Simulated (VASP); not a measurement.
Input of a VASP 6.6.1 run:

POSCAR

```
Cu
1.0
    2.4661060199      0.0000000000      0.0000000000
   -1.2330530100      2.1357104617      0.0000000000
    0.0000000000      0.0000000000      7.8507428620
Cu
4
Direct
    0.0000000000      0.0000000000      0.0000000000
    0.3333333333      0.6666666667      0.2500000000
    0.0000000000      0.0000000000      0.5000000000
    0.6666666667      0.3333333333      0.7500000000
```

The input INCAR.step1:

```
SYSTEM = Cu
ALGO = Normal
EDIFF = 1E-4
ENCUT = 520
GGA = PE
ISMEAR = 0
LASPH = .TRUE.
LCHARG = .FALSE.
LREAL = .FALSE.
LWAVE = .TRUE.
NBANDS = 30
NELM = 80
PREC = Accurate
SIGMA = 0.15
```

INCAR.step2

```
SYSTEM = Cu
ALGO = Normal
EDIFF = 1E-7
ENCUT = 520
ISIF = 2
ISMEAR = 0
ISTART = 1
LASPH = .TRUE.
LCHARG = .FALSE.
LMIXTAU = .TRUE.
LREAL = .FALSE.
LWAVE = .FALSE.
METAGGA = R2SCAN
NBANDS = 30
NELM = 80
PREC = Accurate
SIGMA = 0.15
```

Contents of KPOINTS:

```
k-points
0
G
  24 24 6
  0 0 0
```

Potentials or basis: VASP PAW PBE potentials, release 64 (Cu).

The run is started by

```sh
$ cat potpaw_PBE.64/Cu/POTCAR > POTCAR
$ cp INCAR.step1 INCAR
$ mpirun -np 1 vasp_std > vasp.out
$ cp INCAR.step2 INCAR
$ mpirun -np 1 vasp_std > vasp.out
```

(1) What does it give for the band gap on the k mesh?

(2) Estimate the pressure.

Answers

(1) zero (band 22 reaches 12.73 eV, above the bottom of band 23 at 7.10 eV).

(2) 22.4 GPa.

Caveat: the cell differs from its parent crystal (strain -0.025 along x and y, -0.050 along z); the PAW data sets were made with another functional, which shifts forces and pressure a little.
